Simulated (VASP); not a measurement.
# Ir (Fd-3m) in VASP: single point with PBE

Aim: the single point of Ir with PBE.

All numbers are computed with VASP 6.6.1; they aren't measurements. Logs are shortened: lines on timing, memory, paths and dates and some standing lists are left out, and cuts for length are marked.

## Step 1: The cell of the first run

It takes space group Fd-3m (No. 227, cubic). Conventional cell: a = 4.755 Å, b = 4.755 Å, c = 4.755 Å, α = 90.00°, β = 90.00°, γ = 90.00°. Ir (site symmetry -43m) has 4 Ir at 2.06 Å within 2.7 Å.

This isn't the form of Ir at room conditions, which is fcc.

## Step 2: Single point, PBE

Input file INCAR:

```
PREC = Accurate
ENCUT = 560
EDIFF = 1E-6
ISMEAR = -1
SIGMA = 0.05
LREAL = False
LASPH = True
NELM = 120
ALGO = Normal
ISIF = 2
LWAVE = False
LCHARG = False
GGA = PE
NBANDS = 24
GGA_COMPAT = False
```

Input file KPOINTS:

```
regular mesh
0
Gamma
  14 14 14
```

Input file POSCAR:

```
Ir
1.0
    0.0000000000      2.3775823209      2.3775823209
    2.3775823209      0.0000000000      2.3775823209
    2.3775823209      2.3775823209      0.0000000000
Ir
2
Direct
   -0.1250000000     -0.1250000000     -0.1250000000
    0.1250000000      0.1250000000      0.1250000000
```

Potentials or basis: VASP PAW PBE potentials, release 64 (Ir_sv_GW).

Run with:

```bash
> cat potpaw_PBE.64/Ir_sv_GW/POTCAR > POTCAR
> mpirun -np 1 vasp_std > vasp.out
```

OUTCAR:

```text
PREC = Accurate
   ENCUT = 560
   EDIFF = 1E-6
   ISMEAR = -1
   LREAL = False
   LASPH = True
   NELM = 120
   ISIF = 2
   GGA = PE

 ion  position               nearest neighbor table
   1  0.875  0.875  0.875-   2 2.06   2 2.06   2 2.06   2 2.06
   2  0.125  0.125  0.125-   1 2.06   1 2.06   1 2.06   1 2.06

  LATTYP: Found a face centered cubic cell.
 ALAT       =     4.7551646418

  Lattice vectors:

 A1 = (   0.0000000000,   2.3775823209,   2.3775823209)
 A2 = (   2.3775823209,   0.0000000000,   2.3775823209)
 A3 = (   2.3775823209,   2.3775823209,   0.0000000000)

Analysis of symmetry for initial positions (statically):
=====================================================================
 Subroutine PRICEL returns:
 Original cell was already a primitive cell.

 Routine SETGRP: Setting up the symmetry group for a
 face centered cubic supercell.

 Subroutine GETGRP returns: Found 48 space group operations
 (whereof 12 operations were pure point group operations)
 out of a pool of 48 trial point group operations.

The static configuration has the point symmetry D_3d.
 The point group associated with its full space group is O_h .

Analysis of symmetry for dynamics (positions and initial velocities):
=====================================================================
 Subroutine PRICEL returns:
 Original cell was already a primitive cell.

 Routine SETGRP: Setting up the symmetry group for a
 face centered cubic supercell.

 Subroutine GETGRP returns: Found 48 space group operations
 (whereof 12 operations were pure point group operations)
 out of a pool of 48 trial point group operations.

The dynamic configuration has the point symmetry D_3d.
 The point group associated with its full space group is O_h .

 Subroutine INISYM returns: Found 48 space group operations
 (whereof 12 operations are pure point group operations),
 and found     1 'primitive' translations

----------------------------------------------------------------------------------------

                                     Primitive cell

  volume of cell :      26.8805

  direct lattice vectors                    reciprocal lattice vectors
     0.000000000  2.377582321  2.377582321    -0.210297661  0.210297661  0.210297661
     2.377582321  0.000000000  2.377582321     0.210297661 -0.210297661  0.210297661
     2.377582321  2.377582321  0.000000000     0.210297661  0.210297661 -0.210297661

  length of vectors
     3.362409164  3.362409164  3.362409164     0.364246233  0.364246233  0.364246233

  position of ions in fractional coordinates (direct lattice)
     0.875000000  0.875000000  0.875000000
     0.125000000  0.125000000  0.125000000

  ion indices of the primitive-cell ions
   primitive index   ion index
                 1           1
                 2           2

----------------------------------------------------------------------------------------

 KPOINTS: regular mesh

Automatic generation of k-mesh.
 Grid dimensions read from file:
 generate k-points for:   14   14   14

 Generating k-lattice:

  Cartesian coordinates                     Fractional coordinates (reciprocal lattice)
    -0.015021261  0.015021261  0.015021261     0.071428571  0.000000000  0.000000000
     0.015021261 -0.015021261  0.015021261     0.000000000  0.071428571  0.000000000
     0.015021261  0.015021261 -0.015021261     0.000000000  0.000000000  0.071428571

  Length of vectors
     0.026017588  0.026017588  0.026017588

  Shift w.r.t. Gamma in fractional coordinates (k-lattice)
     0.000000000  0.000000000  0.000000000

 Subroutine IBZKPT returns following result:
 ===========================================

 Found    104 irreducible k-points:

 Following reciprocal coordinates:
            Coordinates               Weight
  0.000000  0.000000  0.000000      1.000000
  0.071429  0.000000  0.000000      8.000000
  0.142857  0.000000  0.000000      8.000000
  0.214286  0.000000  0.000000      8.000000
  0.285714  0.000000  0.000000      8.000000
  0.357143  0.000000  0.000000      8.000000
[... 16 lines left out ...]
  0.214286  0.142857  0.000000     24.000000
  0.285714  0.142857  0.000000     24.000000
 [... further k-points ...]
   k-points           NKPTS =    104   k-points in BZ     NKDIM =    104   number of bands    NBANDS=     24
   number of dos      NEDOS =    301   number of ions     NIONS =      2
   total plane-waves  NPLWV =  21952
   dimension x,y,z NGX =    28 NGY =   28 NGZ =   28
   dimension x,y,z NGXF=    56 NGYF=   56 NGZF=   56
   ions per type =               2
   NGX,Y,Z   is equivalent  to a cutoff of  13.84, 13.84, 13.84 a.u.
   NGXF,Y,Z  is equivalent  to a cutoff of  27.69, 27.69, 27.69 a.u.
 SYSTEM =  unknown system
   PREC   = accura    normal or accurate (medium, high low for compatibility)
   ISTART =      0    job   : 0-new  1-cont  2-samecut
   ICHARG =      2    charge: 1-file 2-atom 10-const
   ISPIN  =      1    spin polarized calculation?
   LNONCOLLINEAR =      F non collinear calculations
   LSORBIT =      F    spin-orbit coupling
   LASPH  =      T    aspherical Exc in radial PAW
   ENCUT  =  560.0 eV  41.16 Ry    6.42 a.u.   6.49  6.49  6.49*2*pi/ulx,y,z
   NELM   =    120;   NELMIN=  2; NELMDL= -5     # of ELM steps
   EDIFF  = 0.1E-05   stopping-criterion for ELM
   LREAL  =      F    real-space projection
   EDIFFG = 0.1E-04   stopping-criterion for IOM
   NSW    =      0    number of steps for IOM
   IBRION =     -1    ionic relax: 0-MD 1-quasi-New 2-CG
   NFREE  =      0    steps in history (QN), initial steepest desc. (CG)
   ISIF   =      2    stress and relaxation
   ISYM   =      2    0-nonsym 1-usesym 2-fastsym
   POTIM  = 0.5000    time-step for ionic-motion
   TEBEG  =    0.0;   TEEND  =   0.0 temperature during run
   PSTRESS=    0.0 pullay stress
   NELECT =      34.0000    total number of electrons
   NUPDOWN=      -1.0000    fix difference up-down
   EMIN   =  10.00;   EMAX   =-10.00  energy-range for DOS
   EFERMI =   0.00;   METHOD = LEGACY
   ISMEAR =    -1;   SIGMA  =   0.05  broadening in eV -4-tet -1-fermi 0-gaus
   EFERMI_NEDOS =   21; number of points for ismear=-14 and -15
   IALGO  =     38    algorithm
   IMIX   =      4    mixing-type and parameters
     AMIX     =   0.40;   BMIX     =  1.00
     AMIX_MAG =   1.60;   BMIX_MAG =  1.00
  volume/ion in A,a.u.               =      13.44        90.70
  Fermi-wavevector in a.u.,A,eV,Ry     =   1.770471  3.345706 42.648399  3.134569
  Thomas-Fermi vector in A             =   2.837255
   LORBIT       =      0    0 simple, 1 ext, 2 COOP (PROOUT), +10 PAW based schemes
   GGA     = PE    functional components
   LHFCALC =     F    Hartree Fock is set to
   AEXX    =    0.0000 exact exchange contribution
   IVDW    =     0    specifies the selected vdW correction
   LEPSILON=     F    determine dielectric tensor
   LRPA    =     F    only Hartree local field effects (RPA)
 non-spin polarized calculation
  energy-cutoff  :      560.00
  volume of cell :       26.88
 maximum number of plane-waves:       869
 NGX is ok and might be reduce to    28
   NGX = 13   NGY = 13   NGZ = 13

 number of electron      34.0000000 magnetization

 Free energy of the ion-electron system (eV)
  ---------------------------------------------------
  ext. energy  EPLUGINS =         0.00000000
  ---------------------------------------------------
  free energy    TOTEN  =        -7.98290840 eV

  energy without entropy =       -7.97493300  energy(sigma->0) =       -7.97892070

 E-fermi :  14.7439     XC(G=0): -14.4166

 val. band max:       14.6864913749   @ k =   0.5000   0.3571   0.0714
 cond. band min:      14.7471715774   @ k =   0.3571   0.2143   0.0714
 fundamental gap:      0.0606802025
 Fermi energy:        14.7438591422

 k-point     1 :       0.0000    0.0000    0.0000
  band No.  band energies     occupation
      1     -80.2910      2.00000
      2     -79.0508      2.00000
      3     -38.0777      2.00000
      4     -38.0777      2.00000
      5     -38.0777      2.00000
      6     -35.6319      2.00000
[... 16 lines left out ...]
     23      27.4905      0.00000
     24      28.0268      0.00000

 k-point     2 :       0.0714    0.0000    0.0000
  band No.  band energies     occupation
      1     -80.2791      2.00000
      2     -79.0610      2.00000
      3     -38.0916      2.00000
      4     -38.0916      2.00000
      5     -38.0741      2.00000
      6     -35.6310      2.00000
[... 16 lines left out ...]
     23      28.2153      0.00000
     24      28.5705      0.00000

 k-point     3 :       0.1429    0.0000    0.0000
  band No.  band energies     occupation
      1     -80.2464      2.00000
      2     -79.0959      2.00000
      3     -38.1337      2.00000
      4     -38.1337      2.00000
      5     -38.0700      2.00000
      6     -35.6305      2.00000
[... 16 lines left out ...]
     23      28.2040      0.00000
     24      29.8321      0.00000

 k-point     4 :       0.2143    0.0000    0.0000
  band No.  band energies     occupation
      1     -80.1950      2.00000
      2     -79.1507      2.00000
      3     -38.1919      2.00000
      4     -38.1919      2.00000
      5     -38.0649      2.00000
      6     -35.6274      2.00000
[... 16 lines left out ...]
     23      28.1407      0.00000
     24      30.9378      0.00000

 k-point     5 :       0.2857    0.0000    0.0000
  band No.  band energies     occupation
      1     -80.1314      2.00000
      2     -79.2185      2.00000
      3     -38.2534      2.00000
      4     -38.2534      2.00000
      5     -38.0607      2.00000
      6     -35.6225      2.00000
[... 451 lines left out ...]
 k-point    22 :       0.1429    0.1429    0.0000
  band No.  band energies     occupation
      1     -80.2306      2.00000
      2     -79.1126      2.00000
      3     -38.2013      2.00000
      4     -38.2013      2.00000
      5     -37.9547      2.00000
      6     -35.7581      2.00000
[... 16 lines left out ...]
     23      29.3062      0.00000
     24      30.2722      0.00000

 k-point    23 :       0.2143    0.1429    0.0000
  band No.  band energies     occupation
      1     -80.1921      2.00000
      2     -79.1543      2.00000
      3     -38.2623      2.00000
      4     -38.2611      2.00000
      5     -37.8999      2.00000
      6     -35.8133      2.00000
[... 16 lines left out ...]
     23      28.7772      0.00000
     24      29.8938      0.00000

 k-point    24 :       0.2857    0.1429    0.0000
  band No.  band energies     occupation
      1     -80.1362      2.00000
      2     -79.2134      2.00000
      3     -38.3336      2.00000
      4     -38.3216      2.00000
      5     -37.8518      2.00000
      6     -35.8552      2.00000
[... 16 lines left out ...]
     23      28.5837      0.00000
     24      28.9123      0.00000

 [... further k-points ...]

------------------------ aborting loop because EDIFF is reached ----------------------------------------

  FORCE on cell =-STRESS in cart. coord.  units (eV):
  Direction    XX          YY          ZZ          XY          YZ          ZX
  --------------------------------------------------------------------------------------
  -------------------------------------------------------------------------------------
  Total       45.2153298     45.2153298     45.2153298     -0.0000000      0.0000000     -0.0000000
  in kB     2695.0051607   2695.0051607   2695.0051607     -0.0000000      0.0000000     -0.0000000
  external PRESSURE =    2695.0051607 kB  Pullay stress =       0.0000000 kB

 VOLUME and BASIS-vectors are now :
 -----------------------------------------------------------------------------
  energy-cutoff  :      560.00
  volume of cell :       26.88
      direct lattice vectors                 reciprocal lattice vectors
     0.000000000  2.377582321  2.377582321    -0.210297661  0.210297661  0.210297661
     2.377582321  0.000000000  2.377582321     0.210297661 -0.210297661  0.210297661
     2.377582321  2.377582321  0.000000000     0.210297661  0.210297661 -0.210297661

 POSITION                                       TOTAL-FORCE (eV/Angst)
 -----------------------------------------------------------------------------------
      4.16077      4.16077      4.16077        -0.000000      0.000000     -0.000000
      0.59440      0.59440      0.59440         0.000000     -0.000000      0.000000
 -----------------------------------------------------------------------------------
    total drift:                                0.000000     -0.000000     -0.000000

  FREE ENERGIE OF THE ION-ELECTRON SYSTEM (eV)
  ---------------------------------------------------
  free  energy   TOTEN  =        -7.9829084035 eV

  energy  without entropy=       -7.9749330041  energy(sigma->0) =       -7.97892070
```

Run time: 40 s. Hardware: 1 thread of AMD EPYC 9R45 (Zen 5), shared host; peak memory 0.18 GiB.

Results:

* Free energy: -7.9829 eV
* Pressure: 269.5 GPa
* Band gap on the k mesh: zero (bands 17 and 18 overlap by 3.07 eV)

Caveat: the cell stands under pressure; spin-orbit coupling is left out, which moves the levels of the heavy elements.

The gap in the log of VASP goes by the Fermi energy; the results here count the filled bands.